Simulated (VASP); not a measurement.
Runs of VASP 6.6.1 on HfOs3. The structure is that of space group Pm-3m (No. 221), or close to it. The cells are those of the table. 

```tsv
cell	gap on the mesh (eV)	pressure (GPa)
a = 4.051 Å, 4 atoms	none	-14.8
a = 3.892 Å, 4 atoms	none	(b)
a = 3.974 Å, 4 atoms	none	0.5
a = 4.026 Å, 4 atoms	none	-10.5
a = 4.000 Å, 4 atoms	none	(a)
a = 3.920 Å, 4 atoms	none	13.1
a = 3.947 Å, 4 atoms	none	6.1
```

Alike in all rows: task single point; level PBE; potentials or basis VASP PAW PBE potentials, release 64 (Os, Hf_pv); no spin polarisation; k mesh 7 × 7 × 7; cutoff (eV) 520; smearing fermi-dirac 0.05 eV.

Q: Fill in the values left out.

A: (a) -5.5; (b) 20.7.

Caveats: spin-orbit coupling is left out, which moves the levels of the heavy elements.

A k mesh can miss the band edges, and the runs leave out spin-orbit coupling on Hf, Os.

A gap of «none» marks levels without a gap at the run's occupations.
